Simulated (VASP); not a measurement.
# Ca2H3 in VASP: notebook, part 2 of 2

VASP 6.6.1.

## Step 5: Single point, PBE

Contents of INCAR:

```
SYSTEM = Ca2H3
PREC = Accurate ; ENCUT = 520
EDIFF = 1E-6 ; ISMEAR = 0
SIGMA = 0.1 ; LREAL = .False.
LASPH = .True. ; NELM = 80
ALGO = Normal ; ISIF = 2
LWAVE = .False. ; LCHARG = .False.
GGA = PE ; NBANDS = 20
```

Contents of KPOINTS:

```
Automatic mesh
0
Gamma
  12 12 6
  0 0 0
```

Contents of POSCAR:

```
Ca2H3
1.0
    3.7780845490      0.0000000000      0.0000000000
   -1.8890422745      3.2719171971      0.0000000000
    0.0000000000      0.0000000000      5.8640888084
Ca H
2 3
Direct
    0.3333333333      0.6666666667      0.2586635922
    0.6666666667      0.3333333333      0.7413364078
    0.0000000000      0.0000000000      0.0000000000
    0.3333333333      0.6666666667      0.6541199198
    0.6666666667      0.3333333333      0.3458800802
```

Potentials or basis: VASP PAW PBE potentials, release 64 (Ca_sv, H).

Launch:

```bash
> cat potpaw_PBE.64/Ca_sv/POTCAR potpaw_PBE.64/H/POTCAR > POTCAR
> mpirun -np 1 vasp_std > vasp.out
```

OUTCAR:

```text
SYSTEM = Ca2H3
   PREC = Accurate
   ENCUT = 520
   EDIFF = 1E-6
   ISMEAR = 0
   LREAL = .False.
   LASPH = .True.
   NELM = 80
   ISIF = 2
   GGA = PE

 ion  position               nearest neighbor table
   1  0.333  0.667  0.259-
   2  0.667  0.333  0.741-
   3  0.000  0.000  0.000-
   4  0.333  0.667  0.654-
   5  0.667  0.333  0.346-

  LATTYP: Found a hexagonal cell.
 ALAT       =     3.7780845490
 C/A-ratio  =     1.5521327626

  Lattice vectors:

 A1 = (   3.7780845490,   0.0000000000,   0.0000000000)
 A2 = (  -1.8890422745,   3.2719171971,   0.0000000000)
 A3 = (   0.0000000000,   0.0000000000,   5.8640888084)

Analysis of symmetry for initial positions (statically):
=====================================================================
 Subroutine PRICEL returns:
 Original cell was already a primitive cell.

 Routine SETGRP: Setting up the symmetry group for a
 hexagonal supercell.
[... 169 lines left out ...]
  free energy    TOTEN  =       -16.27021907 eV

  energy without entropy =      -16.25945776  energy(sigma->0) =      -16.26483842

 E-fermi :   3.1666     XC(G=0):  -8.7903

 val. band max:        3.1626863012   @ k =   0.3333   0.2500   0.1667
 cond. band min:       3.1675797093   @ k =  -0.0833   0.3333   0.3333
 fundamental gap:      0.0048934081
 Fermi energy:         3.1666106735

 k-point     1 :       0.0000    0.0000    0.0000
  band No.  band energies     occupation
      1     -38.2696      2.00000
      2     -38.2313      2.00000
      3     -19.5020      2.00000
      4     -19.2104      2.00000
      5     -19.2104      2.00000
      6     -19.2000      2.00000
[... 541 lines left out ...]
     19       7.7364      0.00000
     20       7.7975      0.00000

 [... further k-points ...]

------------------------ aborting loop because EDIFF is reached ----------------------------------------

  FORCE on cell =-STRESS in cart. coord.  units (eV):
  Direction    XX          YY          ZZ          XY          YZ          ZX
  --------------------------------------------------------------------------------------
  -------------------------------------------------------------------------------------
  Total        0.0265036      0.0265036      0.0189883      0.0000000     -0.0000000      0.0000000
  in kB        0.5857887      0.5857887      0.4196837      0.0000000     -0.0000000      0.0000000
  external PRESSURE =       0.5304204 kB  Pullay stress =       0.0000000 kB

 VOLUME and BASIS-vectors are now :
 -----------------------------------------------------------------------------
  energy-cutoff  :      520.00
  volume of cell :       72.49
      direct lattice vectors                 reciprocal lattice vectors
     3.778084549  0.000000000  0.000000000     0.264684389  0.152815603  0.000000000
    -1.889042274  3.271917197  0.000000000     0.000000000  0.305631206  0.000000000
     0.000000000  0.000000000  5.864088808     0.000000000  0.000000000  0.170529477

 POSITION                                       TOTAL-FORCE (eV/Angst)
 -----------------------------------------------------------------------------------
     -0.00000      2.18128      1.51683        -0.000000      0.000000     -0.009243
      1.88904      1.09064      4.34726         0.000000     -0.000000      0.009243
      0.00000      0.00000      0.00000        -0.000000      0.000000      0.000000
     -0.00000      2.18128      3.83582         0.000000     -0.000000      0.000668
      1.88904      1.09064      2.02827         0.000000      0.000000     -0.000668
 -----------------------------------------------------------------------------------
    total drift:                               -0.000000      0.000000      0.000000

  FREE ENERGIE OF THE ION-ELECTRON SYSTEM (eV)
  ---------------------------------------------------
  free  energy   TOTEN  =       -16.2702190723 eV

  energy  without entropy=      -16.2594577629  energy(sigma->0) =      -16.26483842
```

OSZICAR:

```text
N       E                     dE             d eps       ncg     rms          rms(c)
DAV:   1     0.183486284229E+03    0.18349E+03   -0.10805E+04  4000   0.103E+03
DAV:   2    -0.674829808937E+01   -0.19023E+03   -0.18716E+03  4268   0.317E+02
DAV:   3    -0.170503514430E+02   -0.10302E+02   -0.10242E+02  7612   0.579E+01
DAV:   4    -0.173401170401E+02   -0.28977E+00   -0.28943E+00  5460   0.101E+01
DAV:   5    -0.173525366688E+02   -0.12420E-01   -0.12417E-01  6436   0.131E+00    0.700E+00
DAV:   6    -0.165132360381E+02    0.83930E+00   -0.91115E-01  4772   0.418E+00    0.370E+00
DAV:   7    -0.162615306851E+02    0.25171E+00   -0.10586E+00  5156   0.420E+00    0.637E-01
DAV:   8    -0.162703903073E+02   -0.88596E-02   -0.10623E-01  5404   0.183E+00    0.164E-01
DAV:   9    -0.162698691259E+02    0.52118E-03   -0.93302E-03  5416   0.646E-01    0.125E-01
DAV:  10    -0.162702061368E+02   -0.33701E-03   -0.10597E-03  5260   0.187E-01    0.335E-02
DAV:  11    -0.162702216609E+02   -0.15524E-04   -0.10337E-04  5528   0.551E-02    0.117E-02
DAV:  12    -0.162702188017E+02    0.28592E-05   -0.29790E-05  5524   0.281E-02    0.558E-03
DAV:  13    -0.162702190723E+02   -0.27065E-06   -0.23356E-06  4272   0.922E-03
   1 F= -.16270219E+02 E0= -.16264838E+02  d E =-.107613E-01
```

stdout:

```text
POSCAR found type information on POSCAR CaH
 POSCAR found :  2 types and       5 ions
 scaLAPACK will be used
 LDA part: xc-table for (Slater+PW92), standard interpolation
 POSCAR, INCAR and KPOINTS ok, starting setup
 FFT: planning ... GRIDC
 FFT: planning ... GRID_SOFT
 FFT: planning ... GRID
 WAVECAR not read
 entering main loop
```

It took 76 s on 1 thread of AMD EPYC 9R45 (Zen 5), shared host; peak memory 0.24 GiB.

Results:

```yaml
Free_energy: -16.2702 eV
Pressure: 0.1 GPa
Largest_force: 0.009 eV/Å
```

Forces on the atoms (eV/Å):
```
Ca   0.000  0.000 -0.009
Ca   0.000  0.000  0.009
H    0.000  0.000  0.000
H    0.000  0.000  0.001
H    0.000  0.000 -0.001
```

Levels at points of the mesh, in eV from the Fermi level:
| k point | band 8 | band 9 | band 10 | band 11 | band 12 | band 13 | band 14 | band 15 |
| --- | --- | --- | --- | --- | --- | --- | --- | --- |
| (0.00, 0.00, 0.00) | -22.33 | -7.22 | -4.51 | -3.66 | 2.21 | 2.21 | 2.63 | 2.66 |
| (0.50, 0.00, 0.00) | -22.36 | -4.83 | -4.50 | -4.08 | -0.21 | 0.79 | 2.03 | 2.09 |
| (0.00, 0.00, 0.50) | -22.35 | -6.26 | -6.13 | -2.80 | 1.55 | 2.08 | 2.08 | 2.27 |
| (0.50, 0.00, 0.50) | -22.39 | -4.68 | -4.35 | -4.06 | -1.04 | 1.03 | 1.40 | 2.89 |

## Step 6: Relaxation of cell and atoms, PBE

This run uses another cell than the first one, of 14.60 Å³/atom, 1.007 times its volume.

Contents of INCAR:

```
PREC     = Accurate       # precision mode
ENCUT    = 600            # plane-wave cutoff, eV
EDIFF    = 1E-7           # SCF threshold, eV
ISMEAR   = 0              # smearing method
SIGMA    = 0.1            # smearing width, eV
LREAL    = False          # projectors in reciprocal space
LASPH    = True           # aspherical terms in the spheres
NELM     = 100            # most SCF steps
ALGO     = Normal         # electronic algorithm
ISIF     = 3              # what is computed and relaxed
LWAVE    = False          # write WAVECAR
LCHARG   = False          # write CHGCAR
GGA      = PE             # functional
IBRION   = 2              # ionic algorithm
NSW      = 90             # ionic steps
EDIFFG   = -0.04          # ionic threshold
```

Contents of KPOINTS:

```
regular mesh
0
Gamma
  6 6 4
```

Contents of POSCAR:

```
Ca2H3
1.0
    3.7835918710      0.0000000000      0.0000000000
   -1.8917959355      3.2766866778      0.0000000000
    0.0000000000      0.0000000000      5.8866543576
Ca H
2 3
Direct
    0.3333333333      0.6666666667      0.2450000000
    0.6666666667      0.3333333333      0.7550000000
    0.0000000000      0.0000000000      0.0000000000
    0.3333333333      0.6666666667      0.6450000000
    0.6666666667      0.3333333333      0.3550000000
```

Potentials or basis: VASP PAW PBE potentials, release 64 (Ca_sv, H).

Launch:

```bash
> cat potpaw_PBE.64/Ca_sv/POTCAR potpaw_PBE.64/H/POTCAR > POTCAR
> mpirun -np 1 vasp_std > vasp.out
```

It took 2.3 min on 1 thread of AMD EPYC 9R45 (Zen 5), shared host; peak memory 0.19 GiB.

The run converged. Its results:

```yaml
Free_energy: -16.2758 eV
Relaxed_volume: 14.57 Å³/atom
Relaxed_cell: a = 3.779 Å, b = 3.779 Å, c = 5.891 Å, α = 90.00°, β = 90.00°, γ = 120.00°
Space_group_after_relaxing_to_0.05_Å: P-3m1 (No. 164)
Energy_gained_by_relaxing: 10.1 meV/atom
Ionic_steps: 7
Pressure_after_relaxing: 0.0 GPa
Largest_force_after_relaxing: 0.029 eV/Å
```

Forces on the atoms (eV/Å):
```
Ca   0.000  0.000 -0.007
Ca   0.000  0.000  0.007
H    0.000  0.000  0.000
H    0.000  0.000  0.029
H    0.000  0.000 -0.029
```

Step by step:
```tsv
step	energy change (eV)	largest force (eV/Å)	pressure (GPa)	volume (Å³)
1	0.0000	0.5317	-0.55	72.98
2	-0.0261	0.3625	-0.17	72.46
3	-0.0458	0.0835	0.77	71.39
4	-0.0460	0.0870	0.66	71.50
5	-0.0494	0.0620	0.25	72.26
6	-0.0504	0.0408	-0.10	72.94
7	-0.0507	0.0288	-0.05	72.86
```

Final structure:
```cif
data_structure
_symmetry_space_group_name_H-M 'P 1'
_symmetry_Int_Tables_number 1
_cell_length_a 3.7790
_cell_length_b 3.7790
_cell_length_c 5.8912
_cell_angle_alpha 90.000
_cell_angle_beta 90.000
_cell_angle_gamma 120.000
_cell_volume 72.86
loop_
_atom_site_label
_atom_site_type_symbol
_atom_site_fract_x
_atom_site_fract_y
_atom_site_fract_z
_atom_site_occupancy
Ca1 Ca 0.33333 0.66667 0.25903 1
Ca2 Ca 0.66667 0.33333 0.74097 1
H1 H 0.00000 0.00000 0.00000 1
H2 H 0.33333 0.66667 0.65127 1
H3 H 0.66667 0.33333 0.34873 1
```

Levels at points of the mesh, in eV from the Fermi level:
```csv
k point,band 9,band 10,band 11,band 12,band 13,band 14
"(0.00, 0.00, 0.00)",-7.21,-4.49,-3.71,2.21,2.21,2.60
"(0.50, 0.00, 0.00)",-4.83,-4.50,-4.08,-0.22,0.75,2.00
"(0.00, 0.00, 0.50)",-6.24,-6.14,-2.82,1.52,2.07,2.07
"(0.50, 0.00, 0.50)",-4.69,-4.35,-4.06,-1.05,1.00,1.39
```

## Step 7: Single point, PBE

This run uses another cell than the first one, of 14.46 Å³/atom, 0.997 times its volume.

Contents of INCAR:

```
SYSTEM = Ca2H3
PREC = Accurate
ENCUT = 520
EDIFF = 1E-6
ISMEAR = 0
SIGMA = 0.1
LREAL = .FALSE.
LASPH = .TRUE.
NELM = 80
ALGO = Normal
ISIF = 2
LWAVE = .FALSE.
LCHARG = .TRUE.
GGA = PE
LELF = .TRUE.
LVHAR = .TRUE.
NBANDS = 20
```

Contents of KPOINTS:

```
Automatic mesh
0
G
  6 6 4
  0 0 0
```

Contents of POSCAR:

```
Ca2H3
1.0
    3.7813872824      0.0013361977      0.0003234221
   -1.8895109915      3.2753236904      0.0003509501
   -0.0001118428      0.0011710045      5.8370319716
Ca H
2 3
Direct
    0.3331580015      0.6669710459      0.2582315788
    0.6667184313      0.3329763365      0.7417980488
    1.0003031164      0.0001349682     -0.0000166540
    0.3331853807      0.6664369264      0.6553389134
    0.6666350701      0.3334807231      0.3446481130
```

Potentials or basis: VASP PAW PBE potentials, release 64 (Ca_sv, H).

Launch:

```bash
> cat potpaw_PBE.64/Ca_sv/POTCAR potpaw_PBE.64/H/POTCAR > POTCAR
> mpirun -np 1 vasp_std > vasp.out
```

OUTCAR:

```text
SYSTEM = Ca2H3
   PREC = Accurate
   ENCUT = 520
   EDIFF = 1E-6
   ISMEAR = 0
   LREAL = .FALSE.
   LASPH = .TRUE.
   NELM = 80
   ISIF = 2
   GGA = PE

 ion  position               nearest neighbor table
   1  0.333  0.667  0.258-
   2  0.667  0.333  0.742-
   3  0.000  0.000  1.000-
   4  0.333  0.666  0.655-
   5  0.667  0.333  0.345-

  LATTYP: Found a triclinic cell.
 ALAT       =     3.7836089091
[... 774 lines left out ...]
  FORCE on cell =-STRESS in cart. coord.  units (eV):
  Direction    XX          YY          ZZ          XY          YZ          ZX
  --------------------------------------------------------------------------------------
  -------------------------------------------------------------------------------------
  Total        0.0216310      0.0204578      0.0862261     -0.0037516     -0.0026190     -0.0038731
  in kB        0.4792921      0.4532970      1.9105719     -0.0831260     -0.0580315     -0.0858182
  external PRESSURE =       0.9477204 kB  Pullay stress =       0.0000000 kB

 VOLUME and BASIS-vectors are now :
 -----------------------------------------------------------------------------
  energy-cutoff  :      520.00
  volume of cell :       72.31
      direct lattice vectors                 reciprocal lattice vectors
     3.781387282  0.001336198  0.000323422     0.264399313  0.152530090 -0.000025534
    -1.889510991  3.275323690  0.000350950    -0.000107859  0.305251119 -0.000061240
    -0.000111843  0.001171004  5.837031972    -0.000014644 -0.000026805  0.171319951

 POSITION                                       TOTAL-FORCE (eV/Angst)
 -----------------------------------------------------------------------------------
     -0.00048      2.18529      1.50765         0.001546     -0.001133     -0.008592
      1.89188      1.09236      4.33023        -0.001423      0.001125      0.008056
      0.00078      0.00161      5.83693        -0.001056     -0.000519      0.000223
      0.00059      2.18401      3.82558         0.000726      0.001287     -0.005452
      1.89065      1.09355      2.01205         0.000206     -0.000759      0.005764
 -----------------------------------------------------------------------------------
    total drift:                                0.000002      0.000001      0.000005

  FREE ENERGIE OF THE ION-ELECTRON SYSTEM (eV)
  ---------------------------------------------------
  free  energy   TOTEN  =       -16.2748503923 eV

  energy  without entropy=      -16.2655750905  energy(sigma->0) =      -16.27021274
```

Run time: 73 s. Hardware: 1 thread of AMD EPYC 9R45 (Zen 5), shared host; peak memory 0.21 GiB.

Results:

- Free energy: -16.2749 eV
- Pressure: 0.1 GPa
- Largest force: 0.009 eV/Å

Forces in eV/Å, atoms in the order of the input:
```
Ca   0.002 -0.001 -0.009
Ca  -0.001  0.001  0.008
H   -0.001 -0.001  0.000
H    0.001  0.001 -0.005
H    0.000 -0.001  0.006
```

Levels at points of the mesh, in eV from the Fermi level:
```csv
k point,band 10,band 11,band 12,band 13,band 14,band 15
"(0.00, 0.00, 0.00)",-4.53,-3.63,2.19,2.20,2.64,2.65
"(0.50, 0.00, 0.00)",-4.52,-4.10,-0.21,0.81,2.04,2.06
"(0.00, 0.50, 0.00)",-4.51,-4.10,-0.21,0.80,2.04,2.06
"(0.50, 0.50, 0.00)",-4.51,-4.10,-0.22,0.81,2.05,2.06
"(0.00, 0.00, 0.50)",-6.13,-2.78,1.56,2.05,2.05,2.25
"(0.50, 0.00, 0.50)",-4.36,-4.07,-1.05,1.03,1.39,2.88
"(0.00, 0.50, 0.50)",-4.36,-4.07,-1.05,1.03,1.39,2.88
"(0.50, 0.50, 0.50)",-4.36,-4.08,-1.05,1.03,1.39,2.88
```

## Step 8: Summary

```tsv
task	cell	k mesh	cutoff (eV)	gap on the mesh (eV)	pressure (GPa)	largest force (eV/Å)
single point	a = 3.778, b = 3.778, c = 5.864 Å, angles 90.0, 90.0, 120.0°, 5 atoms	6 × 6 × 4	520	none	0.0	0.01
single point	a = 3.784, b = 3.784, c = 5.887 Å, angles 90.0, 90.0, 120.0°, 5 atoms	6 × 6 × 4	520	none	-0.6	0.53
single point	a = 3.783, b = 3.783, c = 5.881 Å, angles 90.0, 90.0, 120.0°, 5 atoms	6 × 6 × 4	520	none	-0.2	0.03
single point	a = 3.778, b = 3.778, c = 5.864 Å, angles 90.0, 90.0, 120.0°, 5 atoms	12 × 12 × 6	520	none	0.1	0.01
relaxation of cell and atoms	relaxed from a = 3.784, b = 3.784, c = 5.887 Å, angles 90.0, 90.0, 120.0°, 5 atoms	6 × 6 × 4	600	none	0.0	0.03
single point	a = 3.781, b = 3.781, c = 5.837 Å, angles 90.0, 90.0, 120.0°, 5 atoms	6 × 6 × 4	520	none	0.1	0.01
```

Alike in all rows: level PBE; potentials or basis VASP PAW PBE potentials, release 64 (Ca_sv, H); no spin polarisation; smearing gaussian 0.1 eV.

Absolute energies hang on the potentials; compare differences alone.
